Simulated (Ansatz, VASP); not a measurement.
# Cu3O2 in VASP and in Ansatz

```xyz
5
Lattice="-1.9941 1.9941 3.6842 1.9941 -1.9941 3.6842 1.9941 1.9941 -3.6842" Properties=species:S:1:pos:R:3 pbc="T T T"
Cu    1.9941    0.0000    1.8421
Cu    0.0000    1.9941    1.8421
Cu    0.0000    0.0000    0.0000
O     1.9941    0.0000    0.0000
O     0.0000    1.9941    0.0000
```

Alike in both runs: task single point; functional LDA; k mesh 14 × 14 × 14; occupations gaussian, width 0.15 eV; no spin polarisation.

|  | VASP | Ansatz |
| --- | --- | --- |
| version | VASP 6.6.1 | Ansatz 0.2.0 |
| potentials or method | VASP PAW LDA potentials, release 64 (Cu, O), cutoff 520 eV | scalar-relativistic, plane waves, PAW |
| valence electrons in the cell | 45 | 69 |

Ansatz gave:

```
gap on the k mesh at the Fermi level (eV)                     : none
pressure (GPa)                                                : -10.2
traceless stress, the component that is largest in VASP (GPa) : -6.89
```

Problem. Which values does VASP return?

Solution. gap on the k mesh at the Fermi level (eV): none; pressure (GPa): -9.2; traceless stress, the component that is largest in VASP (GPa): -5.91.

Ansatz warns that its potentials were made for another functional, while VASP's fit it. LDA's correlation is that of Perdew and Zunger in VASP and of Perdew and Wang (1992) in Ansatz. A gap of «none» marks a metal or a gap that the smearing closes. VASP's potentials hold 45 valence electrons a cell and Ansatz's 69, so a difference there can come from the potentials and not from the codes.
